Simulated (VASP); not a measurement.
# Al3Cu (P4/mmm) in VASP: a series of runs

The runs below take Al3Cu through single point, with PBEsol.

Program: VASP 6.6.1. These are calculated values, not measurements. Logs are shortened: lines on timing, memory, paths and dates and some standing lists are left out, and cuts for length are marked.

## (1) The cell of the first run

The structure is tetragonal, space group P4/mmm (No. 123). The conventional cell has a = 2.778 Å, b = 2.778 Å, c = 7.513 Å, α = 90.00°, β = 90.00°, γ = 90.00°. Al (site symmetry 4/mmm) has 16 Al at 2.78 to 3.93 Å and 2 Cu at 3.76 Å within 4.0 Å. Al (site symmetry 4mm) has 4 Cu at 2.60 Å and 9 Al at 2.78 to 3.40 Å within 3.4 Å. Within 3.4 Å of Cu (site symmetry 4/mmm) lie 8 Al at 2.60 Å and 4 Cu at 2.78 Å.

## (2) Single point, PBEsol

Input file INCAR:

```
PREC     = Accurate       # precision mode
ENCUT    = 520            # plane-wave cutoff, eV
EDIFF    = 1E-6           # SCF threshold, eV
ISMEAR   = -1             # smearing method
SIGMA    = 0.2            # smearing width, eV
LREAL    = False          # projectors in reciprocal space
LASPH    = True           # aspherical terms in the spheres
NELM     = 60             # most SCF steps
ALGO     = Fast           # electronic algorithm
ISIF     = 2              # what is computed and relaxed
LWAVE    = False          # write WAVECAR
LCHARG   = False          # write CHGCAR
GGA      = PS             # functional
NBANDS   = 18             # bands
```

Input file KPOINTS:

```
regular mesh
0
Gamma
  16 16 6
```

Input file POSCAR:

```
Al3Cu
1.0
    2.7784054294      0.0000000000      0.0000000000
    0.0000000000      2.7784054294      0.0000000000
    0.0000000000      0.0000000000      7.5134034100
Al Cu
3 1
Direct
    0.0000000000      0.0000000000      0.5000000000
    0.5000000000      0.5000000000      0.2261155100
    0.5000000000      0.5000000000      0.7738844900
    0.0000000000      0.0000000000      0.0000000000
```

Potentials or basis: VASP PAW PBE potentials, release 64 (Al, Cu).

On the command line:

```sh
> cat potpaw_PBE.64/Al/POTCAR potpaw_PBE.64/Cu/POTCAR > POTCAR
> mpirun -np 1 vasp_std > vasp.out
```

OUTCAR:

```text
PREC = Accurate
   ENCUT = 520
   EDIFF = 1E-6
   ISMEAR = -1
   LREAL = False
   LASPH = True
   NELM = 60
   ISIF = 2
   GGA = PS

 ion  position               nearest neighbor table
   1  0.000  0.000  0.500-   2 2.85   3 2.85   2 2.85   3 2.85   2 2.85   3 2.85   2 2.85   3 2.85

   2  0.500  0.500  0.226-   4 2.60   4 2.60   4 2.60   4 2.60   1 2.85   1 2.85   1 2.85   1 2.85

   3  0.500  0.500  0.774-   4 2.60   4 2.60   4 2.60   4 2.60   1 2.85   1 2.85   1 2.85   1 2.85

   4  0.000  0.000  0.000-   2 2.60   3 2.60   2 2.60   3 2.60   2 2.60   3 2.60   2 2.60   3 2.60

  LATTYP: Found a simple tetragonal cell.
 ALAT       =     2.7784054294
 C/A-ratio  =     2.7042141980

  Lattice vectors:

 A1 = (   2.7784054294,   0.0000000000,   0.0000000000)
 A2 = (   0.0000000000,   2.7784054294,   0.0000000000)
 A3 = (   0.0000000000,   0.0000000000,   7.5134034100)

Analysis of symmetry for initial positions (statically):
=====================================================================
 Subroutine PRICEL returns:
 Original cell was already a primitive cell.

 Routine SETGRP: Setting up the symmetry group for a
 simple tetragonal supercell.

 Subroutine GETGRP returns: Found 16 space group operations
 (whereof 16 operations were pure point group operations)
 out of a pool of 16 trial point group operations.

The static configuration has the point symmetry D_4h.

Analysis of symmetry for dynamics (positions and initial velocities):
=====================================================================
 Subroutine PRICEL returns:
 Original cell was already a primitive cell.

 Routine SETGRP: Setting up the symmetry group for a
 simple tetragonal supercell.

 Subroutine GETGRP returns: Found 16 space group operations
 (whereof 16 operations were pure point group operations)
 out of a pool of 16 trial point group operations.

The dynamic configuration has the point symmetry D_4h.

 Subroutine INISYM returns: Found 16 space group operations
 (whereof 16 operations are pure point group operations),
 and found     1 'primitive' translations

----------------------------------------------------------------------------------------

                                     Primitive cell

  volume of cell :      58.0000

  direct lattice vectors                    reciprocal lattice vectors
     2.778405429  0.000000000  0.000000000     0.359918675  0.000000000  0.000000000
     0.000000000  2.778405429  0.000000000     0.000000000  0.359918675  0.000000000
     0.000000000  0.000000000  7.513403410     0.000000000  0.000000000  0.133095476

  length of vectors
     2.778405429  2.778405429  7.513403410     0.359918675  0.359918675  0.133095476

  position of ions in fractional coordinates (direct lattice)
     0.000000000  0.000000000  0.500000000
     0.500000000  0.500000000  0.226115510
     0.500000000  0.500000000  0.773884490
     0.000000000  0.000000000  0.000000000

  ion indices of the primitive-cell ions
   primitive index   ion index
                 1           1
                 2           2
                 3           3
                 4           4

----------------------------------------------------------------------------------------

 KPOINTS: regular mesh

Automatic generation of k-mesh.
 Grid dimensions read from file:
 generate k-points for:   16   16    6

 Generating k-lattice:

  Cartesian coordinates                     Fractional coordinates (reciprocal lattice)
     0.022494917  0.000000000  0.000000000     0.062500000  0.000000000  0.000000000
     0.000000000  0.022494917  0.000000000     0.000000000  0.062500000  0.000000000
     0.000000000  0.000000000  0.022182579     0.000000000  0.000000000  0.166666667

  Length of vectors
     0.022494917  0.022494917  0.022182579

  Shift w.r.t. Gamma in fractional coordinates (k-lattice)
     0.000000000  0.000000000  0.000000000

 Subroutine IBZKPT returns following result:
 ===========================================

 Found    180 irreducible k-points:

 Following reciprocal coordinates:
            Coordinates               Weight
  0.000000  0.000000  0.000000      1.000000
  0.062500  0.000000  0.000000      4.000000
  0.125000  0.000000  0.000000      4.000000
  0.187500  0.000000  0.000000      4.000000
  0.250000  0.000000  0.000000      4.000000
  0.312500  0.000000  0.000000      4.000000
[... 16 lines left out ...]
  0.437500  0.125000  0.000000      8.000000
  0.500000  0.125000  0.000000      4.000000
 [... further k-points ...]
   k-points           NKPTS =    180   k-points in BZ     NKDIM =    180   number of bands    NBANDS=     18
   number of dos      NEDOS =    301   number of ions     NIONS =      4
   total plane-waves  NPLWV =  32256
   dimension x,y,z NGX =    24 NGY =   24 NGZ =   56
   dimension x,y,z NGXF=    48 NGYF=   48 NGZF=  112
   ions per type =               3   1
   NGX,Y,Z   is equivalent  to a cutoff of  14.36, 14.36, 12.39 a.u.
   NGXF,Y,Z  is equivalent  to a cutoff of  28.72, 28.72, 24.78 a.u.
 SYSTEM =  unknown system
   PREC   = accura    normal or accurate (medium, high low for compatibility)
   ISTART =      0    job   : 0-new  1-cont  2-samecut
   ICHARG =      2    charge: 1-file 2-atom 10-const
   ISPIN  =      1    spin polarized calculation?
   LNONCOLLINEAR =      F non collinear calculations
   LSORBIT =      F    spin-orbit coupling
   LASPH  =      T    aspherical Exc in radial PAW
   ENCUT  =  520.0 eV  38.22 Ry    6.18 a.u.   5.17  5.17 13.97*2*pi/ulx,y,z
   NELM   =     60;   NELMIN=  2; NELMDL= -5     # of ELM steps
   EDIFF  = 0.1E-05   stopping-criterion for ELM
   LREAL  =      F    real-space projection
   EDIFFG = 0.1E-04   stopping-criterion for IOM
   NSW    =      0    number of steps for IOM
   IBRION =     -1    ionic relax: 0-MD 1-quasi-New 2-CG
   NFREE  =      0    steps in history (QN), initial steepest desc. (CG)
   ISIF   =      2    stress and relaxation
   ISYM   =      2    0-nonsym 1-usesym 2-fastsym
   POTIM  = 0.5000    time-step for ionic-motion
   TEBEG  =    0.0;   TEEND  =   0.0 temperature during run
   PSTRESS=    0.0 pullay stress
   NELECT =      20.0000    total number of electrons
   NUPDOWN=      -1.0000    fix difference up-down
   EMIN   =  10.00;   EMAX   =-10.00  energy-range for DOS
   EFERMI =   0.00;   METHOD = LEGACY
   ISMEAR =    -1;   SIGMA  =   0.20  broadening in eV -4-tet -1-fermi 0-gaus
   EFERMI_NEDOS =   21; number of points for ismear=-14 and -15
   IALGO  =     68    algorithm
   IMIX   =      4    mixing-type and parameters
     AMIX     =   0.40;   BMIX     =  1.00
     AMIX_MAG =   1.60;   BMIX_MAG =  1.00
  volume/ion in A,a.u.               =      14.50        97.85
  Fermi-wavevector in a.u.,A,eV,Ry     =   1.148001  2.169407 17.931197  1.317906
  Thomas-Fermi vector in A             =   2.284678
   LORBIT       =      0    0 simple, 1 ext, 2 COOP (PROOUT), +10 PAW based schemes
   GGA     = PS    functional components
   LHFCALC =     F    Hartree Fock is set to
   AEXX    =    0.0000 exact exchange contribution
   IVDW    =     0    specifies the selected vdW correction
   LEPSILON=     F    determine dielectric tensor
   LRPA    =     F    only Hartree local field effects (RPA)
 non-spin polarized calculation
 RMM-DIIS sequential band-by-band and
  energy-cutoff  :      520.00
  volume of cell :       58.00
 maximum number of plane-waves:      1580
 NGX is ok and might be reduce to    24
   NGX = 11   NGY = 11   NGZ = 27

 number of electron      20.0000014 magnetization

 Free energy of the ion-electron system (eV)
  ---------------------------------------------------
  ext. energy  EPLUGINS =         0.00000000
  ---------------------------------------------------
  free energy    TOTEN  =       -17.04032205 eV

  energy without entropy =      -16.85988891  energy(sigma->0) =      -16.95010548

 E-fermi :   8.5270     XC(G=0): -10.9994

 val. band max:        8.5238773331   @ k =   0.2500   0.1250   0.0000
 cond. band min:       8.5403788176   @ k =   0.3125   0.1875   0.3333
 fundamental gap:      0.0165014845
 Fermi energy:         8.5269720719

 k-point     1 :       0.0000    0.0000    0.0000
  band No.  band energies     occupation
      1      -2.7656      2.00000
      2      -0.3167      2.00000
      3       0.0326      2.00000
      4       4.0332      2.00000
      5       4.1286      2.00000
      6       4.9165      2.00000
[... 10 lines left out ...]
     17      17.7143      0.00000
     18      18.7957      0.00000

 k-point     2 :       0.0625    0.0000    0.0000
  band No.  band energies     occupation
      1      -2.6901      2.00000
      2      -0.2482      2.00000
      3       0.1085      2.00000
      4       4.0473      2.00000
      5       4.1497      2.00000
      6       4.8675      2.00000
[... 10 lines left out ...]
     17      17.7978      0.00000
     18      18.0380      0.00000

 k-point     3 :       0.1250    0.0000    0.0000
  band No.  band energies     occupation
      1      -2.4638      2.00000
      2      -0.0441      2.00000
      3       0.3353      2.00000
      4       4.0843      2.00000
      5       4.2106      2.00000
      6       4.7458      2.00000
[... 10 lines left out ...]
     17      18.0462      0.00000
     18      18.4438      0.00000

 k-point     4 :       0.1875    0.0000    0.0000
  band No.  band energies     occupation
      1      -2.0883      2.00000
      2       0.2921      2.00000
      3       0.7101      2.00000
      4       4.1332      2.00000
      5       4.2990      2.00000
      6       4.5958      2.00000
[... 10 lines left out ...]
     17      18.4061      0.00000
     18      18.4541      0.00000

 k-point     5 :       0.2500    0.0000    0.0000
  band No.  band energies     occupation
      1      -1.5662      2.00000
      2       0.7524      2.00000
      3       1.2270      2.00000
      4       4.1787      2.00000
      5       4.3850      2.00000
      6       4.4486      2.00000
[... 10 lines left out ...]
     17      18.3021      0.00000
     18      18.4304      0.00000

 k-point     6 :       0.3125    0.0000    0.0000
  band No.  band energies     occupation
      1      -0.9012      2.00000
      2       1.3204      2.00000
      3       1.8742      2.00000
      4       4.1713      2.00000
      5       4.3214      2.00000
      6       4.4216      2.00000
[... 307 lines left out ...]
 k-point    21 :       0.3125    0.1250    0.0000
  band No.  band energies     occupation
      1      -0.6084      2.00000
      2       1.5676      2.00000
      3       2.1520      2.00000
      4       4.2619      2.00000
      5       4.3609      2.00000
      6       4.4687      2.00000
[... 10 lines left out ...]
     17      16.3493      0.00000
     18      17.7488      0.00000

 k-point    22 :       0.3750    0.1250    0.0000
  band No.  band energies     occupation
      1       0.1882      2.00000
      2       2.1821      2.00000
      3       2.8795      2.00000
      4       3.9547      2.00000
      5       4.2598      2.00000
      6       4.5051      2.00000
[... 10 lines left out ...]
     17      16.4484      0.00000
     18      17.7429      0.00000

 k-point    23 :       0.4375    0.1250    0.0000
  band No.  band energies     occupation
      1       1.1076      2.00000
      2       2.7423      2.00000
      3       3.1612      2.00000
      4       3.6185      2.00000
      5       4.1906      2.00000
      6       4.4615      2.00000
[... 10 lines left out ...]
     17      17.2498      0.00000
     18      17.3100      0.00000

 k-point    24 :       0.5000    0.1250    0.0000
  band No.  band energies     occupation
      1       2.0607      2.00000
      2       2.1937      2.00000
      3       2.9959      2.00000
      4       4.1285      2.00000
      5       4.1629      2.00000
      6       4.2405      2.00000
[... 10 lines left out ...]
     17      16.2138      0.00000
     18      18.1800      0.00000

 [... further k-points ...]

------------------------ aborting loop because EDIFF is reached ----------------------------------------

  FORCE on cell =-STRESS in cart. coord.  units (eV):
  Direction    XX          YY          ZZ          XY          YZ          ZX
  --------------------------------------------------------------------------------------
  -------------------------------------------------------------------------------------
  Total        0.4428248      0.4428248      0.6228998      0.0000000      0.0000000     -0.0000000
  in kB       12.2324803     12.2324803     17.2068278      0.0000000      0.0000000     -0.0000000
  external PRESSURE =      13.8905961 kB  Pullay stress =       0.0000000 kB

 VOLUME and BASIS-vectors are now :
 -----------------------------------------------------------------------------
  energy-cutoff  :      520.00
  volume of cell :       58.00
      direct lattice vectors                 reciprocal lattice vectors
     2.778405429  0.000000000  0.000000000     0.359918675  0.000000000  0.000000000
     0.000000000  2.778405429  0.000000000     0.000000000  0.359918675  0.000000000
     0.000000000  0.000000000  7.513403410     0.000000000  0.000000000  0.133095476

 POSITION                                       TOTAL-FORCE (eV/Angst)
 -----------------------------------------------------------------------------------
      0.00000      0.00000      3.75670        -0.000000     -0.000000      0.000000
      1.38920      1.38920      1.69890         0.000000      0.000000     -0.173577
      1.38920      1.38920      5.81451        -0.000000      0.000000      0.173577
      0.00000      0.00000      0.00000        -0.000000     -0.000000      0.000000
 -----------------------------------------------------------------------------------
    total drift:                               -0.000000      0.000000     -0.000000

  FREE ENERGIE OF THE ION-ELECTRON SYSTEM (eV)
  ---------------------------------------------------
  free  energy   TOTEN  =       -17.0403220473 eV

  energy  without entropy=      -16.8598889119  energy(sigma->0) =      -16.95010548
```

Wall time 6.4 min (1 thread of Intel Xeon 8259CL, shared host); peak memory 0.31 GiB.

What came out:

```yaml
Free_energy: -17.0403 eV
Pressure: 1.4 GPa
Largest_force: 0.174 eV/Å
Band_gap_on_the_k_mesh: zero (bands 10 and 11 overlap by 6.31 eV)
```

Forces in eV/Å, atoms in the order of the input:
```
Al   0.000  0.000  0.000
Al   0.000  0.000 -0.174
Al   0.000  0.000  0.174
Cu   0.000  0.000  0.000
```

Caveat: the PAW data sets were made with another functional, which shifts forces and pressure a little.

## (3) Single point, PBEsol

Input file INCAR:

```
SYSTEM = Al3Cu
ALGO = Fast
EDIFF = 1E-7
ENCUT = 520
GGA = PS
ISIF = 2
ISMEAR = -1
LASPH = .TRUE.
LCHARG = .FALSE.
LREAL = .FALSE.
LWAVE = .FALSE.
NBANDS = 18
NELM = 100
PREC = Accurate
SIGMA = 0.5
```

Input file KPOINTS:

```
k-points
0
G
  16 16 6
  0 0 0
```

POSCAR is that of step 2.

Potentials or basis: VASP PAW PBE potentials, release 64 (Al, Cu).

On the command line:

```sh
> cat potpaw_PBE.64/Al/POTCAR potpaw_PBE.64/Cu/POTCAR > POTCAR
> mpirun -np 1 vasp_std > vasp.out
```

It took 5.3 min on 1 thread of Intel Xeon 8259CL, shared host; peak memory 0.31 GiB.

It converged, with:

* Free energy: -17.5134 eV
* Pressure: 2.3 GPa
* Largest force: 0.120 eV/Å
* Band gap on the k mesh: zero (bands 10 and 11 overlap by 6.34 eV)

Forces on the atoms (eV/Å):
```
Al   0.000  0.000  0.000
Al   0.000  0.000 -0.120
Al   0.000  0.000  0.120
Cu   0.000  0.000  0.000
```

Stress tensor (GPa, compression positive):
```
2.36 0.00 0.00
0.00 2.36 0.00
0.00 0.00 2.15
```

Levels at points of the mesh, in eV from the Fermi level:
| k point | band 8 | band 9 | band 10 | band 11 | band 12 | band 13 |
| --- | --- | --- | --- | --- | --- | --- |
| (0.00, 0.00, 0.00) | -3.30 | -1.74 | 0.66 | 6.23 | 6.53 | 6.53 |
| (0.50, 0.00, 0.00) | -3.72 | -3.59 | -2.43 | -1.90 | 2.74 | 3.89 |
| (0.50, 0.50, 0.00) | -0.63 | -0.49 | 0.14 | 0.14 | 0.42 | 0.42 |
| (0.00, 0.00, 0.50) | -3.56 | -3.30 | 4.31 | 5.79 | 6.22 | 7.04 |
| (0.50, 0.00, 0.50) | -3.59 | -2.69 | -1.01 | -0.94 | 0.07 | 0.83 |
| (0.50, 0.50, 0.50) | -1.80 | -1.80 | -0.68 | -0.66 | 0.56 | 1.61 |

Caveat: so wide a smearing shifts energies and pressures; the PAW data sets were made with another functional, which shifts forces and pressure a little.

## (4) Single point, PBEsol

Input file INCAR:

```
SYSTEM = Al3Cu
ALGO     = Fast           ! electronic algorithm
EDIFF    = 1E-7           ! SCF threshold, eV
ENCUT    = 520            ! plane-wave cutoff, eV
GGA      = PS             ! functional
ISIF     = 2              ! what is computed and relaxed
ISMEAR   = 0              ! smearing method
LASPH    = .True.         ! aspherical terms in the spheres
LCHARG   = .False.        ! write CHGCAR
LREAL    = .False.        ! projectors in reciprocal space
LWAVE    = .False.        ! write WAVECAR
NBANDS   = 18             ! bands
NELM     = 80             ! most SCF steps
PREC     = Accurate       ! precision mode
SIGMA    = 0.1            ! smearing width, eV
```

Input file KPOINTS:

```
k-points
0
Gamma
  20 20 8
  0 0 0
```

POSCAR is that of step 3.

On the command line:

```sh
> cat potpaw_PBE.64/Al/POTCAR potpaw_PBE.64/Cu/POTCAR > POTCAR
> mpirun -np 1 vasp_std > vasp.out
```

It took 10 min on 1 thread of Intel Xeon 8259CL, shared host; peak memory 0.43 GiB.

It converged, with:

| Item | Value |
| --- | --- |
| Free energy | -16.9578 eV |
| Pressure | 1.2 GPa |
| Largest force | 0.157 eV/Å |
| Band gap on the k mesh | zero (bands 10 and 11 overlap by 6.26 eV) |

Forces in eV/Å, atoms in the order of the input:
```
Al   0.000  0.000  0.000
Al   0.000  0.000 -0.157
Al   0.000  0.000  0.157
Cu   0.000  0.000  0.000
```

Stress tensor (GPa, compression positive):
```
1.01 0.00 0.00
0.00 1.01 0.00
0.00 0.00 1.60
```

Levels at points of the mesh, in eV from the Fermi level:
```
           k point  band 6  band 7  band 8  band 9  band 10  band 11  band 12  band 13  band 14  band 15
(0.00, 0.00, 0.00)   -3.60   -3.60   -3.21   -1.70     0.71     6.26     6.56     6.56     7.91     8.95
(0.50, 0.00, 0.00)   -4.04   -3.68   -3.65   -3.50    -2.37    -1.83     2.78     3.94     4.21     5.33
(0.50, 0.50, 0.00)   -2.59   -2.59   -0.59   -0.45     0.19     0.19     0.47     0.47     0.68     2.06
(0.00, 0.00, 0.50)   -3.60   -3.60   -3.49   -3.21     4.35     5.84     6.25     7.07     7.07     7.35
(0.50, 0.00, 0.50)   -4.25   -3.68   -3.50   -2.61    -0.97    -0.90     0.12     0.88     8.86     8.91
(0.50, 0.50, 0.50)   -1.80   -1.80   -1.76   -1.76    -0.65    -0.63     0.61     1.66     3.30     3.30
```

Caveat: the PAW data sets were made with another functional, which shifts forces and pressure a little.

## (5) The runs side by side

```csv
k mesh,smearing,further INCAR settings,gap on the mesh (eV),pressure (GPa),largest force (eV/Å)
16 × 16 × 6,fermi-dirac 0.2 eV,ALGO = Fast; EDIFF = 1e-06; NBANDS = 18,none,1.4,0.17
16 × 16 × 6,fermi-dirac 0.5 eV,ALGO = Fast; EDIFF = 1e-07; NBANDS = 18,none,2.3,0.12
20 × 20 × 8,gaussian 0.1 eV,ALGO = Fast; EDIFF = 1e-07; NBANDS = 18,none,1.2,0.16
```

Alike in all rows: task single point; level PBEsol; potentials or basis VASP PAW PBE potentials, release 64 (Al, Cu); no spin polarisation; cell as given; cutoff (eV) 520.

Caveats: the PAW data sets were made with another functional, which shifts forces and pressure a little; so wide a smearing shifts energies and pressures (at least some runs).

Absolute energies hang on the potentials; compare differences alone.
